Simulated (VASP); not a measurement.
# Ba (Fd-3m) in VASP: a series of runs

The runs below take Ba through single point, relaxation of cell and atoms, with PBE.

Program: VASP 6.6.1. These are calculated values, not measurements. Logs are shortened: lines on timing, memory, paths and dates and some standing lists are left out, and cuts for length are marked.

### Step 1. The cell of the first run

Symmetry: Fd-3m, No. 227, cubic system. Conventional cell: a = 6.005 Å, b = 6.005 Å, c = 6.005 Å, α = 90.00°, β = 90.00°, γ = 90.00°. Within 3.4 Å of Ba (site symmetry -43m) lie 4 Ba at 2.60 Å.

This isn't the form of Ba at room conditions, which is bcc.

### Step 2. Single point, PBE

File INCAR:

```
ALGO = Normal
EDIFF = 1E-6
ENCUT = 500
GGA = PE
GGA_COMPAT = False
ISIF = 2
ISMEAR = -1
LASPH = True
LCHARG = False
LREAL = False
LWAVE = False
NBANDS = 17
NELM = 120
PREC = Accurate
SIGMA = 0.1
```

File KPOINTS:

```
k-points
0
Gamma
  8 8 8
```

File POSCAR:

```
Ba
1.0
    0.0000000000      3.0022819212      3.0022819212
    3.0022819212      0.0000000000      3.0022819212
    3.0022819212      3.0022819212      0.0000000000
Ba
2
Direct
    1.0000000000      1.0000000000      1.0000000000
    0.2500000000      0.2500000000      0.2500000000
```

Potentials or basis: VASP PAW PBE potentials, release 64 (Ba_sv).

On the command line:

```sh
$ cat potpaw_PBE.64/Ba_sv/POTCAR > POTCAR
$ mpirun -np 1 vasp_std > vasp.out
```

OUTCAR:

```text
EDIFF = 1E-6
   ENCUT = 500
   GGA = PE
   ISIF = 2
   ISMEAR = -1
   LASPH = True
   LREAL = False
   NELM = 120
   PREC = Accurate

 ion  position               nearest neighbor table
   1  0.000  0.000  0.000-   2 2.60   2 2.60   2 2.60   2 2.60
   2  0.250  0.250  0.250-   1 2.60   1 2.60   1 2.60   1 2.60

  LATTYP: Found a face centered cubic cell.
 ALAT       =     6.0045638424

  Lattice vectors:

 A1 = (   0.0000000000,   3.0022819212,   3.0022819212)
 A2 = (   3.0022819212,   0.0000000000,   3.0022819212)
 A3 = (   3.0022819212,   3.0022819212,   0.0000000000)

Analysis of symmetry for initial positions (statically):
=====================================================================
 Subroutine PRICEL returns:
 Original cell was already a primitive cell.

 Routine SETGRP: Setting up the symmetry group for a
 face centered cubic supercell.

 Subroutine GETGRP returns: Found 48 space group operations
 (whereof 24 operations were pure point group operations)
 out of a pool of 48 trial point group operations.

The static configuration has the point symmetry T_d .
 The point group associated with its full space group is O_h .

Analysis of symmetry for dynamics (positions and initial velocities):
=====================================================================
 Subroutine PRICEL returns:
 Original cell was already a primitive cell.

 Routine SETGRP: Setting up the symmetry group for a
 face centered cubic supercell.

 Subroutine GETGRP returns: Found 48 space group operations
 (whereof 24 operations were pure point group operations)
 out of a pool of 48 trial point group operations.

The dynamic configuration has the point symmetry T_d .
 The point group associated with its full space group is O_h .

 Subroutine INISYM returns: Found 48 space group operations
 (whereof 24 operations are pure point group operations),
 and found     1 'primitive' translations

----------------------------------------------------------------------------------------

                                     Primitive cell

  volume of cell :      54.1233

  direct lattice vectors                    reciprocal lattice vectors
     0.000000000  3.002281921  3.002281921    -0.166539990  0.166539990  0.166539990
     3.002281921  0.000000000  3.002281921     0.166539990 -0.166539990  0.166539990
     3.002281921  3.002281921  0.000000000     0.166539990  0.166539990 -0.166539990

  length of vectors
     4.245867811  4.245867811  4.245867811     0.288455724  0.288455724  0.288455724

  position of ions in fractional coordinates (direct lattice)
     0.000000000  0.000000000  0.000000000
     0.250000000  0.250000000  0.250000000

  ion indices of the primitive-cell ions
   primitive index   ion index
                 1           1
                 2           2

----------------------------------------------------------------------------------------

 KPOINTS: k-points

Automatic generation of k-mesh.
 Grid dimensions read from file:
 generate k-points for:    8    8    8

 Generating k-lattice:

  Cartesian coordinates                     Fractional coordinates (reciprocal lattice)
    -0.020817499  0.020817499  0.020817499     0.125000000  0.000000000  0.000000000
     0.020817499 -0.020817499  0.020817499     0.000000000  0.125000000  0.000000000
     0.020817499  0.020817499 -0.020817499     0.000000000  0.000000000  0.125000000

  Length of vectors
     0.036056965  0.036056965  0.036056965

  Shift w.r.t. Gamma in fractional coordinates (k-lattice)
     0.000000000  0.000000000  0.000000000

 Subroutine IBZKPT returns following result:
 ===========================================

 Found     29 irreducible k-points:

 Following reciprocal coordinates:
            Coordinates               Weight
  0.000000  0.000000  0.000000      1.000000
  0.125000  0.000000  0.000000      8.000000
  0.250000  0.000000  0.000000      8.000000
  0.375000  0.000000  0.000000      8.000000
  0.500000  0.000000  0.000000      4.000000
  0.125000  0.125000  0.000000      6.000000
[... 16 lines left out ...]
  0.500000  0.250000  0.125000     48.000000
 -0.375000  0.250000  0.125000     24.000000
 [... further k-points ...]
   k-points           NKPTS =     29   k-points in BZ     NKDIM =     29   number of bands    NBANDS=     17
   number of dos      NEDOS =    301   number of ions     NIONS =      2
   total plane-waves  NPLWV =  32768
   dimension x,y,z NGX =    32 NGY =   32 NGZ =   32
   dimension x,y,z NGXF=    64 NGYF=   64 NGZF=   64
   ions per type =               2
   NGX,Y,Z   is equivalent  to a cutoff of  12.53, 12.53, 12.53 a.u.
   NGXF,Y,Z  is equivalent  to a cutoff of  25.06, 25.06, 25.06 a.u.
 SYSTEM =  unknown system
   PREC   = accura    normal or accurate (medium, high low for compatibility)
   ISTART =      0    job   : 0-new  1-cont  2-samecut
   ICHARG =      2    charge: 1-file 2-atom 10-const
   ISPIN  =      1    spin polarized calculation?
   LNONCOLLINEAR =      F non collinear calculations
   LSORBIT =      F    spin-orbit coupling
   LASPH  =      T    aspherical Exc in radial PAW
   ENCUT  =  500.0 eV  36.75 Ry    6.06 a.u.   7.74  7.74  7.74*2*pi/ulx,y,z
   NELM   =    120;   NELMIN=  2; NELMDL= -5     # of ELM steps
   EDIFF  = 0.1E-05   stopping-criterion for ELM
   LREAL  =      F    real-space projection
   EDIFFG = 0.1E-04   stopping-criterion for IOM
   NSW    =      0    number of steps for IOM
   IBRION =     -1    ionic relax: 0-MD 1-quasi-New 2-CG
   NFREE  =      0    steps in history (QN), initial steepest desc. (CG)
   ISIF   =      2    stress and relaxation
   ISYM   =      2    0-nonsym 1-usesym 2-fastsym
   POTIM  = 0.5000    time-step for ionic-motion
   TEBEG  =    0.0;   TEEND  =   0.0 temperature during run
   PSTRESS=    0.0 pullay stress
   NELECT =      20.0000    total number of electrons
   NUPDOWN=      -1.0000    fix difference up-down
   EMIN   =  10.00;   EMAX   =-10.00  energy-range for DOS
   EFERMI =   0.00;   METHOD = LEGACY
   ISMEAR =    -1;   SIGMA  =   0.10  broadening in eV -4-tet -1-fermi 0-gaus
   EFERMI_NEDOS =   21; number of points for ismear=-14 and -15
   IALGO  =     38    algorithm
   IMIX   =      4    mixing-type and parameters
     AMIX     =   0.40;   BMIX     =  1.00
     AMIX_MAG =   1.60;   BMIX_MAG =  1.00
  volume/ion in A,a.u.               =      27.06       182.62
  Fermi-wavevector in a.u.,A,eV,Ry     =   1.174780  2.220013 18.777523  1.380109
  Thomas-Fermi vector in A             =   2.311172
   LORBIT       =      0    0 simple, 1 ext, 2 COOP (PROOUT), +10 PAW based schemes
   GGA     = PE    functional components
   LHFCALC =     F    Hartree Fock is set to
   AEXX    =    0.0000 exact exchange contribution
   IVDW    =     0    specifies the selected vdW correction
   LEPSILON=     F    determine dielectric tensor
   LRPA    =     F    only Hartree local field effects (RPA)
 non-spin polarized calculation
  energy-cutoff  :      500.00
  volume of cell :       54.12
 maximum number of plane-waves:      1387
   NGX = 15   NGY = 15   NGZ = 15

 number of electron      20.0000000 magnetization

 Free energy of the ion-electron system (eV)
  ---------------------------------------------------
  ext. energy  EPLUGINS =         0.00000000
  ---------------------------------------------------
  free energy    TOTEN  =         4.25957231 eV

  energy without entropy =        4.32217341  energy(sigma->0) =        4.29087286

 E-fermi :   4.9609     XC(G=0): -10.4563

 val. band max:        4.9550131288   @ k =   0.1250   0.1250   0.0000
 cond. band min:       5.0296879542   @ k =  -0.3750   0.2500   0.0000
 fundamental gap:      0.0746748254
 Fermi energy:         4.9608685509

 k-point     1 :       0.0000    0.0000    0.0000
  band No.  band energies     occupation
      1     -25.6297      2.00000
      2     -20.6174      2.00000
      3     -10.8474      2.00000
      4     -10.8474      2.00000
      5     -10.8474      2.00000
      6      -7.0843      2.00000
[... 9 lines left out ...]
     16      13.5202      0.00000
     17      13.5211      0.00000

 k-point     2 :       0.1250    0.0000    0.0000
  band No.  band energies     occupation
      1     -25.5270      2.00000
      2     -20.8424      2.00000
      3     -10.9527      2.00000
      4     -10.9527      2.00000
      5     -10.8017      2.00000
      6      -6.9077      2.00000
[... 9 lines left out ...]
     16      12.8214      0.00000
     17      12.8214      0.00000

 k-point     3 :       0.2500    0.0000    0.0000
  band No.  band energies     occupation
      1     -25.2417      2.00000
      2     -21.4039      2.00000
      3     -11.1762      2.00000
      4     -11.1762      2.00000
      5     -10.7599      2.00000
      6      -6.5141      2.00000
[... 9 lines left out ...]
     16      11.9402      0.00000
     17      11.9402      0.00000

 k-point     4 :       0.3750    0.0000    0.0000
  band No.  band energies     occupation
      1     -24.8686      2.00000
      2     -22.0304      2.00000
      3     -11.3684      2.00000
      4     -11.3684      2.00000
      5     -10.7869      2.00000
      6      -6.1565      2.00000
[... 9 lines left out ...]
     16      13.3219      0.00000
     17      13.3219      0.00000
[... 343 lines left out ...]
      1     -24.9791      2.00000
      2     -21.8507      2.00000
      3     -11.7556      2.00000
      4     -11.4448      2.00000
      5      -9.8970      2.00000
      6      -7.1705      2.00000
[... 9 lines left out ...]
     16      11.3177      0.00000
     17      11.5039      0.00000

 k-point    23 :       0.5000    0.2500    0.1250
  band No.  band energies     occupation
      1     -24.5949      2.00000
      2     -22.4234      2.00000
      3     -12.0449      2.00000
      4     -11.6192      2.00000
      5      -9.6051      2.00000
      6      -6.9371      2.00000
[... 9 lines left out ...]
     16      11.5615      0.00000
     17      12.5452      0.00000

 k-point    24 :      -0.3750    0.2500    0.1250
  band No.  band energies     occupation
      1     -24.3670      2.00000
      2     -22.7260      2.00000
      3     -12.1459      2.00000
      4     -11.6989      2.00000
      5      -9.5109      2.00000
      6      -6.7733      2.00000
[... 9 lines left out ...]
     16      11.9604      0.00000
     17      13.1779      0.00000

 [... further k-points ...]
[... 5 lines left out ...]
  --------------------------------------------------------------------------------------
  -------------------------------------------------------------------------------------
  Total       23.7343245     23.7343245     23.7343245     -0.0000000      0.0000000      0.0000000
  in kB      702.5917541    702.5917541    702.5917541     -0.0000000      0.0000000      0.0000000
  external PRESSURE =     702.5917541 kB  Pullay stress =       0.0000000 kB

 VOLUME and BASIS-vectors are now :
 -----------------------------------------------------------------------------
  energy-cutoff  :      500.00
  volume of cell :       54.12
      direct lattice vectors                 reciprocal lattice vectors
     0.000000000  3.002281921  3.002281921    -0.166539990  0.166539990  0.166539990
     3.002281921  0.000000000  3.002281921     0.166539990 -0.166539990  0.166539990
     3.002281921  3.002281921  0.000000000     0.166539990  0.166539990 -0.166539990

 POSITION                                       TOTAL-FORCE (eV/Angst)
 -----------------------------------------------------------------------------------
      0.00000      0.00000      0.00000         0.000000      0.000000      0.000000
      1.50114      1.50114      1.50114         0.000000     -0.000000     -0.000000
 -----------------------------------------------------------------------------------
    total drift:                               -0.000000      0.000000      0.000000

  FREE ENERGIE OF THE ION-ELECTRON SYSTEM (eV)
  ---------------------------------------------------
  free  energy   TOTEN  =         4.2595723077 eV

  energy  without entropy=        4.3221734117  energy(sigma->0) =        4.29087286
```

Run time: 8.3 s. Hardware: 1 thread of Intel Xeon 6975P-C (Granite Rapids), shared host; peak memory 0.17 GiB.

Results:

```yaml
Free_energy: 4.2596 eV
Pressure: 70.3 GPa
Band_gap_on_the_k_mesh: zero (bands 10 and 11 overlap by 0.95 eV)
```

Levels at points of the mesh, in eV from the Fermi level:
| k point | band 7 | band 8 | band 9 | band 10 | band 11 | band 12 | band 13 | band 14 |
| --- | --- | --- | --- | --- | --- | --- | --- | --- |
| (0.00, 0.00, 0.00) | -12.05 | -12.05 | -1.47 | -0.26 | -0.26 | 3.01 | 3.01 | 3.01 |
| (0.50, 0.00, 0.00) | -10.98 | -10.18 | -0.20 | 0.50 | 0.50 | 1.24 | 1.77 | 1.77 |
| (0.50, 0.50, 0.00) | -9.50 | -9.50 | -1.18 | -1.18 | 1.79 | 1.79 | 3.72 | 3.72 |

Caveat: the cell stands under pressure; spin-orbit coupling is left out, which moves the levels of the heavy elements.

### Step 3. Single point, PBE

This run uses another cell than the first one, of 29.96 Å³/atom.

File INCAR:

```
SYSTEM = Ba
PREC = Accurate
ENCUT = 500
EDIFF = 1E-6
ISMEAR = -1
SIGMA = 0.1
LREAL = .FALSE.
LASPH = .TRUE.
NELM = 120
ALGO = Normal
ISIF = 2
LWAVE = .FALSE.
LCHARG = .FALSE.
GGA = PE
NBANDS = 17
GGA_COMPAT = .FALSE.
```

File KPOINTS:

```
Automatic mesh
0
G
  8 8 8
  0 0 0
```

File POSCAR:

```
Ba
1.0
    0.0000000000      3.1059756344      3.1059756344
    3.1059756344      0.0000000000      3.1059756344
    3.1059756344      3.1059756344      0.0000000000
Ba
2
Direct
    1.0000000000      1.0000000000      1.0000000000
    0.2500000000      0.2500000000      0.2500000000
```

Potentials or basis: VASP PAW PBE potentials, release 64 (Ba_sv).

On the command line:

```sh
$ cat potpaw_PBE.64/Ba_sv/POTCAR > POTCAR
$ mpirun -np 1 vasp_std > vasp.out
```

It took 8.4 s on 1 thread of Intel Xeon 6975P-C (Granite Rapids), shared host; peak memory 0.17 GiB.

Results (log left out):

| Quantity | Value |
| --- | --- |
| Free energy | 2.1726 eV |
| Pressure | 46.7 GPa |
| Band gap on the k mesh | zero (bands 10 and 11 overlap by 0.85 eV) |

Levels at points of the mesh, in eV from the Fermi level:
```csv
k point,band 6,band 7,band 8,band 9,band 10,band 11,band 12,band 13,band 14,band 15
"(0.00, 0.00, 0.00)",-12.17,-12.17,-12.17,-1.51,-0.09,-0.09,2.82,2.82,2.82,7.39
"(0.50, 0.00, 0.00)",-11.30,-11.30,-10.85,-0.18,0.48,0.48,1.16,1.72,1.72,5.92
"(0.50, 0.50, 0.00)",-13.46,-10.16,-10.16,-1.11,-1.11,1.73,1.73,3.56,3.56,6.56
```

Caveat: the cell stands under pressure; spin-orbit coupling is left out, which moves the levels of the heavy elements.

### Step 4. Single point, PBE

This run uses another cell than the first one, of 34.96 Å³/atom.

File INCAR:

```
SYSTEM = Ba
ALGO = Normal
EDIFF = 1E-6
ENCUT = 500
GGA = PE
GGA_COMPAT = .False.
ISIF = 2
ISMEAR = -1
LASPH = .True.
LCHARG = .False.
LREAL = .False.
LWAVE = .False.
NBANDS = 17
NELM = 120
PREC = Accurate
SIGMA = 0.1
```

File KPOINTS:

```
k-points
0
Gamma
  8 8 8
  0 0 0
```

File POSCAR:

```
Ba
1.0
    0.0000000000      3.2698952009      3.2698952009
    3.2698952009      0.0000000000      3.2698952009
    3.2698952009      3.2698952009      0.0000000000
Ba
2
Direct
    1.0000000000      1.0000000000      1.0000000000
    0.2500000000      0.2500000000      0.2500000000
```

On the command line:

```sh
$ cat potpaw_PBE.64/Ba_sv/POTCAR > POTCAR
$ mpirun -np 1 vasp_std > vasp.out
```

Wall time 12 s (1 thread of Intel Xeon 6975P-C (Granite Rapids), shared host); peak memory 0.2 GiB.

It converged, with:

```
Free energy            : 0.0637 eV
Pressure               : 23.6 GPa
Band gap on the k mesh : zero (bands 10 and 11 overlap by 0.61 eV)
```

Levels at points of the mesh, in eV from the Fermi level:
| k point | band 7 | band 8 | band 9 | band 10 | band 11 | band 12 | band 13 | band 14 |
| --- | --- | --- | --- | --- | --- | --- | --- | --- |
| (0.00, 0.00, 0.00) | -12.50 | -12.50 | -1.63 | 0.05 | 0.05 | 2.45 | 2.45 | 2.45 |
| (0.50, 0.00, 0.00) | -11.87 | -11.76 | -0.17 | 0.43 | 0.43 | 0.92 | 1.57 | 1.57 |
| (0.50, 0.50, 0.00) | -11.11 | -11.11 | -1.01 | -1.01 | 1.58 | 1.58 | 3.26 | 3.26 |

Caveat: the cell stands under pressure; spin-orbit coupling is left out, which moves the levels of the heavy elements.

### Step 5. Single point, PBE

This run uses another cell than the first one, of 57.07 Å³/atom.

File INCAR:

```
PREC = Accurate ; ENCUT = 500
EDIFF = 1E-6 ; ISMEAR = -1
SIGMA = 0.1 ; LREAL = F
LASPH = T ; NELM = 120
ALGO = Normal ; ISIF = 2
LWAVE = F ; LCHARG = T
GGA = PE ; LELF = T
LVHAR = T ; NBANDS = 17
GGA_COMPAT = F
```

File KPOINTS:

```
regular mesh
0
Gamma
  8 8 8
```

File POSCAR:

```
Ba
1.0
    0.0000000000      3.8500651222      3.8500651222
    3.8500651222      0.0000000000      3.8500651222
    3.8500651222      3.8500651222      0.0000000000
Ba
2
Direct
    1.0000000000      1.0000000000      1.0000000000
    0.2500000000      0.2500000000      0.2500000000
```

On the command line:

```sh
$ cat potpaw_PBE.64/Ba_sv/POTCAR > POTCAR
$ mpirun -np 1 vasp_std > vasp.out
```

It took 22 s on 1 thread of Intel Xeon 6975P-C (Granite Rapids), shared host; peak memory 0.25 GiB.

The run converged. Its results:

- Free energy: -1.8742 eV
- Pressure: 0.4 GPa
- Band gap on the k mesh: zero (bands 10 and 11 overlap by 0.15 eV)

Levels at points of the mesh, in eV from the Fermi level:
| k point | band 7 | band 8 | band 9 | band 10 | band 11 | band 12 | band 13 | band 14 |
| --- | --- | --- | --- | --- | --- | --- | --- | --- |
| (0.00, 0.00, 0.00) | -13.81 | -13.81 | -2.12 | 0.16 | 0.16 | 1.26 | 1.26 | 1.26 |
| (0.50, 0.00, 0.00) | -13.62 | -13.62 | -0.26 | -0.20 | 0.23 | 0.23 | 0.99 | 0.99 |
| (0.50, 0.50, 0.00) | -13.43 | -13.43 | -0.71 | -0.71 | 1.03 | 1.03 | 1.62 | 1.62 |

Caveat: spin-orbit coupling is left out, which moves the levels of the heavy elements.

(Part 1 of 2 ends here.)
